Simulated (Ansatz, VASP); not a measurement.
**Two plane-wave programs on CuO**

```
Cu O
1.0
     3.42205    0.00000    0.00000
     0.00000    6.84410    0.00000
     0.00000    0.00000    4.26046
Cu O
4 4
Cartesian
  0.0000 1.7110 0.0000
  1.7110 0.0000 2.1302
  0.0000 5.1331 0.0000
  1.7110 3.4221 2.1302
  0.0000 0.0000 1.0651
  0.0000 0.0000 3.1953
  0.0000 3.4221 1.0651
  0.0000 3.4221 3.1953
```

Alike in both runs: task single point; functional PBE; k mesh 6 × 3 × 5; occupations gaussian, width 0.05 eV; collinear spin; Hubbard terms Cu d U = 4.0 eV.

```csv
,VASP,Ansatz
version,VASP 6.6.1,Ansatz 0.2.0
potentials or method,"VASP PAW PBE potentials, release 64 (Cu, O), cutoff 520 eV","scalar-relativistic, plane waves, PAW"
valence electrons in the cell,68,100
```

|  | VASP | Ansatz | Ansatz less VASP |
| --- | --- | --- | --- |
| gap on the k mesh at the Fermi level (eV) | none | none | - |
| pressure (GPa) | -2.7 | -0.5 | +2.16 |
| rms of the force components (eV/Å) | 0.000 | 0.011 | +0.0105 |
| net moment per atom (μB) | 0.00 | 0.00 | 0.000 |
| size of the moment on the site where the two differ most (μB) | 0.32 | 0.18 | -0.138 |

Site moments also hang on the region over which each program counts them. The programs project onto different local orbitals, so the same U acts differently, and such runs can settle in different states. A gap of «none» marks a metal or a gap that the smearing closes. VASP's potentials hold 68 valence electrons a cell and Ansatz's 100, so a difference there can come from the potentials and not from the codes. Ansatz's warnings: filled band counts differ across k points.
